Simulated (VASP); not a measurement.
# Mo12C in VASP: single point with LDA

Aim: the single point of Mo12C with LDA.

Program: VASP 6.6.1. These are calculated values, not measurements. Logs are shortened: lines on timing, memory, paths and dates and some standing lists are left out, and cuts for length are marked.

## 1. The cell of the first run

The cell holds a slab with vacuum, 13 atoms: a = 5.389 Å, b = 5.389 Å, c = 19.741 Å, α = 90.00°, β = 90.00°, γ = 109.47°.

## 2. Single point, LDA

File INCAR:

```
SYSTEM = Mo12C
PREC = Accurate
ENCUT = 520
EDIFF = 1E-6
ISMEAR = 0
SIGMA = 0.1
LREAL = .FALSE.
LASPH = .TRUE.
NELM = 60
ALGO = Normal
ISIF = 2
LWAVE = .FALSE.
LCHARG = .TRUE.
LDIPOL = .TRUE.
IDIPOL = 3
DIPOL = 0.5 0.5 0.324
LELF = .TRUE.
LVHAR = .TRUE.
LVACPOTAV = .TRUE.
NBANDS = 98
```

File KPOINTS:

```
regular mesh
0
G
  5 5 1
  0 0 0
```

File POSCAR:

```
Mo12C
1.0
    5.3887247571      0.0000000000      0.0000000000
   -1.7962415857      5.0805384236      0.0000000000
    0.0000000000      0.0000000000     19.7413781192
Mo C
12 1
Direct
    0.2500000000      0.2500000000      0.2026200996
    0.2500000000      0.7500000000      0.2026200996
    0.7500000000      0.2500000000      0.2026200996
    0.7500000000      0.7500000000      0.2026200996
    0.0000000000      0.0000000000      0.3100443415
    0.0000000000      0.5000000000      0.3100443415
    0.5000000000      0.0000000000      0.3100443415
    0.5000000000      0.5000000000      0.3100443415
    0.2500000000      0.2500000000      0.4174672138
    0.2500000000      0.7500000000      0.4174672138
    0.7500000000      0.2500000000      0.4174672138
    0.7500000000      0.7500000000      0.4174672138
    0.4166666667      0.4166666667      0.4898259784
```

Potentials or basis: VASP PAW LDA potentials, release 64 (Mo_sv, C).

Run with:

```
cat potpaw_LDA.64/Mo_sv/POTCAR potpaw_LDA.64/C/POTCAR > POTCAR
mpirun -np 1 vasp_std > vasp.out
```

OUTCAR:

```text
SYSTEM = Mo12C
   PREC = Accurate
   ENCUT = 520
   EDIFF = 1E-6
   ISMEAR = 0
   LREAL = .FALSE.
   LASPH = .TRUE.
   NELM = 60
   ISIF = 2

 ion  position               nearest neighbor table
   1  0.250  0.250  0.203-   5 2.63   8 2.63   3 2.69   3 2.69   2 2.69   2 2.69   7 3.06   6 3.06
                             4 3.11   4 3.11
   2  0.250  0.750  0.203-   6 2.63   7 2.63   4 2.69   4 2.69   1 2.69   1 2.69   5 3.06   8 3.06
                             3 3.11   3 3.11
   3  0.750  0.250  0.203-   6 2.63   7 2.63   1 2.69   1 2.69   4 2.69   4 2.69   5 3.06   8 3.06
                             2 3.11   2 3.11
   4  0.750  0.750  0.203-   5 2.63   8 2.63   2 2.69   2 2.69   3 2.69   3 2.69   7 3.06   6 3.06
                             1 3.11   1 3.11
   5  0.000  0.000  0.310-   9 2.63  12 2.63   1 2.63   4 2.63   7 2.69   7 2.69   6 2.69   6 2.69
                            11 3.06  10 3.06   3 3.06   2 3.06   8 3.11   8 3.11
   6  0.000  0.500  0.310-  10 2.63  11 2.63   2 2.63   3 2.63   8 2.69   8 2.69   5 2.69   5 2.69
                             9 3.06  12 3.06   1 3.06   4 3.06   7 3.11   7 3.11
   7  0.500  0.000  0.310-  10 2.63  11 2.63   2 2.63   3 2.63   5 2.69   5 2.69   8 2.69   8 2.69
                             9 3.06  12 3.06   1 3.06   4 3.06   6 3.11   6 3.11
   8  0.500  0.500  0.310-   9 2.63  12 2.63   1 2.63   4 2.63   6 2.69   6 2.69   7 2.69   7 2.69
                            11 3.06  10 3.06   3 3.06   2 3.06   5 3.11   5 3.11
   9  0.250  0.250  0.417-  13 1.77   8 2.63   5 2.63  11 2.69  11 2.69  10 2.69  10 2.69   6 3.06
                             7 3.06  12 3.11  12 3.11
  10  0.250  0.750  0.417-   6 2.63   7 2.63  13 2.67  12 2.69  12 2.69   9 2.69   9 2.69   8 3.06
                             5 3.06  11 3.11  11 3.11
  11  0.750  0.250  0.417-   6 2.63   7 2.63  13 2.67   9 2.69   9 2.69  12 2.69  12 2.69   8 3.06
                             5 3.06  10 3.11  10 3.11
  12  0.750  0.750  0.417-  13 2.52   8 2.63   5 2.63  10 2.69  10 2.69  11 2.69  11 2.69   6 3.06
                             7 3.06   9 3.11   9 3.11
  13  0.417  0.417  0.490-   9 1.77  12 2.52  11 2.67  10 2.67

  LATTYP: Found a base centered orthorhombic cell.
 ALAT       =     6.2223633782
 B/A-ratio  =     1.4142135624
 C/A-ratio  =     3.1726495094

  Lattice vectors:

 A1 = (   5.3887247571,   0.0000000000,   0.0000000000)
 A2 = (  -1.7962415857,   5.0805384236,   0.0000000000)
 A3 = (   0.0000000000,   0.0000000000,  19.7413781192)

Analysis of symmetry for initial positions (statically):
=====================================================================
 Subroutine PRICEL returns:
 Original cell was already a primitive cell.

 Routine SETGRP: Setting up the symmetry group for a
 base centered orthorhombic supercell.

 Subroutine GETGRP returns: Found  2 space group operations
 (whereof  2 operations were pure point group operations)
 out of a pool of  8 trial point group operations.

The static configuration has the point symmetry C_1h.

Analysis of symmetry for dynamics (positions and initial velocities):
=====================================================================
 Subroutine PRICEL returns:
 Original cell was already a primitive cell.

 Routine SETGRP: Setting up the symmetry group for a
 base centered orthorhombic supercell.

 Subroutine GETGRP returns: Found  2 space group operations
 (whereof  2 operations were pure point group operations)
 out of a pool of  8 trial point group operations.

The dynamic configuration has the point symmetry C_1h.

 Subroutine INISYM returns: Found  2 space group operations
 (whereof  2 operations are pure point group operations),
 and found     1 'primitive' translations

----------------------------------------------------------------------------------------

                                     Primitive cell

  volume of cell :     540.4720

  direct lattice vectors                    reciprocal lattice vectors
     5.388724757  0.000000000  0.000000000     0.185572662  0.065609844  0.000000000
    -1.796241586  5.080538424  0.000000000     0.000000000  0.196829532  0.000000000
     0.000000000  0.000000000 19.741378119     0.000000000  0.000000000  0.050655025

  length of vectors
     5.388724757  5.388724757 19.741378119     0.196829532  0.196829532  0.050655025

  position of ions in fractional coordinates (direct lattice)
     0.250000000  0.250000000  0.202620100
[... 48 lines left out ...]
     0.000000000  0.000000000  0.000000000

 Subroutine IBZKPT returns following result:
 ===========================================

 Found      9 irreducible k-points:

 Following reciprocal coordinates:
            Coordinates               Weight
  0.000000  0.000000  0.000000      1.000000
  0.200000  0.000000  0.000000      4.000000
  0.400000  0.000000  0.000000      4.000000
  0.200000  0.200000  0.000000      2.000000
  0.400000  0.200000  0.000000      4.000000
 -0.400000  0.200000  0.000000      4.000000
 -0.200000  0.200000  0.000000      2.000000
  0.400000  0.400000  0.000000      2.000000
 -0.400000  0.400000  0.000000      2.000000
   k-points           NKPTS =      9   k-points in BZ     NKDIM =      9   number of bands    NBANDS=     98
   number of dos      NEDOS =    301   number of ions     NIONS =     13
   total plane-waves  NPLWV = 240000
   dimension x,y,z NGX =    40 NGY =   40 NGZ =  150
   dimension x,y,z NGXF=    80 NGYF=   80 NGZF=  300
   ions per type =              12   1
   NGX,Y,Z   is equivalent  to a cutoff of  12.34, 12.34, 12.63 a.u.
   NGXF,Y,Z  is equivalent  to a cutoff of  24.68, 24.68, 25.26 a.u.
 SYSTEM =  Mo12C
   PREC   = accura    normal or accurate (medium, high low for compatibility)
   ISTART =      0    job   : 0-new  1-cont  2-samecut
   ICHARG =      2    charge: 1-file 2-atom 10-const
   ISPIN  =      1    spin polarized calculation?
   LNONCOLLINEAR =      F non collinear calculations
   LSORBIT =      F    spin-orbit coupling
   LASPH  =      T    aspherical Exc in radial PAW
   ENCUT  =  520.0 eV  38.22 Ry    6.18 a.u.  10.02 10.02 36.71*2*pi/ulx,y,z
   NELM   =     60;   NELMIN=  2; NELMDL= -5     # of ELM steps
   EDIFF  = 0.1E-05   stopping-criterion for ELM
   LREAL  =      F    real-space projection
   EDIFFG = 0.1E-04   stopping-criterion for IOM
   NSW    =      0    number of steps for IOM
   IBRION =     -1    ionic relax: 0-MD 1-quasi-New 2-CG
   NFREE  =      0    steps in history (QN), initial steepest desc. (CG)
   ISIF   =      2    stress and relaxation
   ISYM   =      2    0-nonsym 1-usesym 2-fastsym
   POTIM  = 0.5000    time-step for ionic-motion
   TEBEG  =    0.0;   TEEND  =   0.0 temperature during run
   PSTRESS=    0.0 pullay stress
   NELECT =     172.0000    total number of electrons
   NUPDOWN=      -1.0000    fix difference up-down
   EMIN   =  10.00;   EMAX   =-10.00  energy-range for DOS
   EFERMI =   0.00;   METHOD = LEGACY
   ISMEAR =     0;   SIGMA  =   0.10  broadening in eV -4-tet -1-fermi 0-gaus
   EFERMI_NEDOS =   21; number of points for ismear=-14 and -15
   IALGO  =     38    algorithm
   IMIX   =      4    mixing-type and parameters
     AMIX     =   0.40;   BMIX     =  1.00
     AMIX_MAG =   1.60;   BMIX_MAG =  1.00
  volume/ion in A,a.u.               =      41.57       280.56
  Fermi-wavevector in a.u.,A,eV,Ry     =   1.117703  2.112153 16.997227  1.249261
  Thomas-Fermi vector in A             =   2.254328
   LORBIT       =      0    0 simple, 1 ext, 2 COOP (PROOUT), +10 PAW based schemes
   GGA     = CA    functional components
   LHFCALC =     F    Hartree Fock is set to
   AEXX    =    0.0000 exact exchange contribution
   IVDW    =     0    specifies the selected vdW correction
   LEPSILON=     F    determine dielectric tensor
   LRPA    =     F    only Hartree local field effects (RPA)
 non-spin polarized calculation
 Gauss-broadening in eV      SIGMA  =   0.10
  energy-cutoff  :      520.00
  volume of cell :      540.47
 maximum number of plane-waves:     14600
   NGX = 21   NGY = 21   NGZ = 73

 dipolmoment           0.000000      0.000000     -0.011683 electrons x Angstroem

 number of electron     171.9999996 magnetization

 dipolmoment           0.000000      0.000000      0.134190 electrons x Angstroem

 Free energy of the ion-electron system (eV)
  ---------------------------------------------------
  ext. energy  EPLUGINS =         0.00000000
  ---------------------------------------------------
  free energy    TOTEN  =      -142.82763678 eV

  energy without entropy =     -142.76688182  energy(sigma->0) =     -142.79725930

 E-fermi :   0.9899     XC(G=0):  -5.8250

 val. band max:        0.9845398353   @ k =  -0.4000   0.4000   0.0000
 cond. band min:       1.0011234361   @ k =  -0.2000   0.2000   0.0000
 fundamental gap:      0.0165836008
 Fermi energy:         0.9898647297

 k-point     1 :       0.0000    0.0000    0.0000
  band No.  band energies     occupation
      1     -59.9197      2.00000
      2     -59.6852      2.00000
      3     -59.6788      2.00000
      4     -59.6739      2.00000
      5     -59.6201      2.00000
      6     -59.5844      2.00000
[... 898 lines left out ...]
     97       1.9196      0.00000
     98       1.9439      0.00000

------------------------ aborting loop because EDIFF is reached ----------------------------------------

  FORCE on cell =-STRESS in cart. coord.  units (eV):
  Direction    XX          YY          ZZ          XY          YZ          ZX
  --------------------------------------------------------------------------------------
  -------------------------------------------------------------------------------------
  Total       -9.9820507     -9.1805259      4.6048486      1.1335273      3.8952243      2.7543389
  in kB      -29.5908298    -27.2147865     13.6506311      3.3602326     11.5470179      8.1649728
  external PRESSURE =     -14.3849951 kB  Pullay stress =       0.0000000 kB

 VOLUME and BASIS-vectors are now :
 -----------------------------------------------------------------------------
  energy-cutoff  :      520.00
  volume of cell :      540.47
      direct lattice vectors                 reciprocal lattice vectors
     5.388724757  0.000000000  0.000000000     0.185572662  0.065609844  0.000000000
    -1.796241586  5.080538424  0.000000000     0.000000000  0.196829532  0.000000000
     0.000000000  0.000000000 19.741378119     0.000000000  0.000000000  0.050655025

 POSITION                                       TOTAL-FORCE (eV/Angst)
 -----------------------------------------------------------------------------------
      0.89812      1.27013      4.00000        -0.041898     -0.059252      0.027760
      0.00000      3.81040      4.00000        -0.028867     -0.033223     -0.317550
      3.59248      1.27013      4.00000        -0.021700     -0.038290     -0.317550
      2.69436      3.81040      4.00000         0.154638      0.218691      0.161028
      0.00000      0.00000      6.12070        -0.214070     -0.302740     -0.869322
     -0.89812      2.54027      6.12070        -0.046143     -0.022838      0.143523
      2.69436      0.00000      6.12070        -0.006151     -0.051116      0.143523
      1.79624      2.54027      6.12070         0.197186      0.278864     -0.652371
      0.89812      1.27013      8.24138        -1.129405     -1.597220     -1.002996
      0.00000      3.81040      8.24138         0.178863     -0.627765      0.717494
      3.59248      1.27013      8.24138        -0.651484     -0.040621      0.717494
      2.69436      3.81040      8.24138        -0.401419     -0.567693      1.116819
      1.49687      2.11689      9.66984         2.010450      2.843206      0.132149
 -----------------------------------------------------------------------------------
    total drift:                                0.000013      0.000018      0.001107

  FREE ENERGIE OF THE ION-ELECTRON SYSTEM (eV)
  ---------------------------------------------------
  free  energy   TOTEN  =      -142.8276367828 eV

  energy  without entropy=     -142.7668818217  energy(sigma->0) =     -142.79725930

 vacuum level on the upper side and lower side of the slab         6.869         5.982
```

Run time: 31 min. Hardware: 1 thread of Oxide Virtual Turin-like, shared host; peak memory 0.56 GiB.

Results:

```
Free energy            : -142.8276 eV
Largest force          : 3.485 eV/Å
Band gap on the k mesh : zero (bands 86 and 87 overlap by 1.50 eV)
```

Forces on the atoms (eV/Å):
```
Mo  -0.042 -0.059  0.028
Mo  -0.029 -0.033 -0.318
Mo  -0.022 -0.038 -0.318
Mo   0.155  0.219  0.161
Mo  -0.214 -0.303 -0.869
Mo  -0.046 -0.023  0.144
Mo  -0.006 -0.051  0.144
Mo   0.197  0.279 -0.652
Mo  -1.129 -1.597 -1.003
Mo   0.179 -0.628  0.717
Mo  -0.651 -0.041  0.717
Mo  -0.401 -0.568  1.117
C    2.010  2.843  0.132
```

Levels at points of the mesh, in eV from the Fermi level:
```csv
k point,band 84,band 85,band 86,band 87,band 88,band 89
"(0.00, 0.00, 0.00)",0.47,0.89,1.00,1.05,1.34,1.36
```
